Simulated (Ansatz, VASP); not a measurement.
# Zn7O: VASP beside Ansatz

```xyz
8
Lattice="2.9275 0.0000 0.0000 -1.4638 2.5353 0.0000 0.0000 0.0000 15.3202" Properties=species:S:1:pos:R:3 pbc="T T T"
Zn    1.4638    0.8451   13.9699
Zn    0.0000    1.6902    1.3504
Zn    0.0000    0.0000    3.4342
Zn    0.0000    1.6902    5.5299
Zn    0.0000    0.0000   11.8861
Zn    1.4638    0.8451    9.7903
Zn    0.0000    0.0000    7.6601
O     0.0000    0.0000    0.0000
```

Alike in both runs: functional PBE; k mesh 12 × 12 × 2; occupations gaussian, width 0.1 eV; no spin polarisation.

Ansatz relaxed the structure, and its values are those at the end. VASP's run is a single point on that final structure, the one shown.

```csv
,VASP,Ansatz
version,VASP 6.6.1,Ansatz 0.2.0
potentials or method,"VASP PAW PBE potentials, release 64 (Zn, O), cutoff 520 eV","scalar-relativistic, plane waves, PAW"
valence electrons in the cell,90,90
```

```tsv
	VASP	Ansatz	Ansatz less VASP
gap on the k mesh at the Fermi level (eV)	none	none	-
pressure (GPa)	0.3	0.0	-0.32
rms of the force components (eV/Å)	0.011	0.001	-0.0105
```

A gap of «none» marks a metal or a gap that the smearing closes.
